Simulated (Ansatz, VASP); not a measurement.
AgCl in VASP and in Ansatz

File INCAR:

```
SYSTEM = AgCl
PREC     = Accurate       ! precision mode
ENCUT    = 520            ! plane-wave cutoff, eV
EDIFF    = 1E-6           ! SCF threshold, eV
ISMEAR   = 0              ! smearing method
SIGMA    = 0.05           ! smearing width, eV
LREAL    = .False.        ! projectors in reciprocal space
LASPH    = .True.         ! aspherical terms in the spheres
NELM     = 80             ! most SCF steps
ALGO     = Normal         ! electronic algorithm
ISIF     = 2              ! what is computed and relaxed
LWAVE    = .False.        ! write WAVECAR
LCHARG   = .False.        ! write CHGCAR
GGA      = PE             ! functional
NBANDS   = 16             ! bands
```

KPOINTS

```
regular mesh
0
Gamma
  8 8 8
  0 0 0
```

Contents of POSCAR:

```
AgCl
1.0
    0.0000000000      2.7731500000      2.8840760000
    2.7731500000      0.0000000000      2.8840760000
    2.7731500000      2.7731500000      0.0000000000
Ag Cl
1 1
Direct
    0.5000000000      0.5000000000      0.5000000000
    0.0000000000      0.0000000000      0.0000000000
```

Input for Ansatz:

```yaml
crystal:
  lattice:
    - [0.0, 2.77315, 2.884076]
    - [2.77315, 0.0, 2.884076]
    - [2.77315, 2.77315, 0.0]
  atoms:
    - { symbol: Ag, position: [0.5, 0.5, 0.5] }
    - { symbol: Cl, position: [0.0, 0.0, 0.0] }
basis:
  ecutwfc: 420
kpoints:
  mp_grid: { grid: [8, 8, 8] }
hamiltonian:
  xc: pbe
scf:
  occupations: { method: gaussian, width: 0.05 }
output:
  forces: true
  stress: true
  eigenvalues: true
```

Change from the starting cell: strain +0.000 along x and y, +0.040 along z, atoms carried along.

Alike in both runs: task single point; functional PBE; k mesh 8 × 8 × 8; occupations gaussian, width 0.05 eV; no spin polarisation.

|  | VASP | Ansatz |
| --- | --- | --- |
| version | VASP 6.6.1 | Ansatz 0.2.0 |
| potentials or method | VASP PAW PBE potentials, release 64 (Ag, Cl), cutoff 520 eV | scalar-relativistic, plane waves, PAW |
| valence electrons in the cell | 18 | 26 |

|  | VASP | Ansatz | Ansatz less VASP |
| --- | --- | --- | --- |
| gap on the k mesh at the Fermi level (eV) | 0.81 | 0.81 | +0.003 |
| least direct gap on the mesh (eV) | 3.02 | 3.02 | -0.002 |
| pressure (GPa) | -0.2 | -0.1 | +0.13 |
| traceless stress, the component that is largest in VASP (GPa) | -0.38 | -0.40 | -0.021 |

VASP's potentials hold 18 valence electrons a cell and Ansatz's 26, so a difference there can come from the potentials and not from the codes.
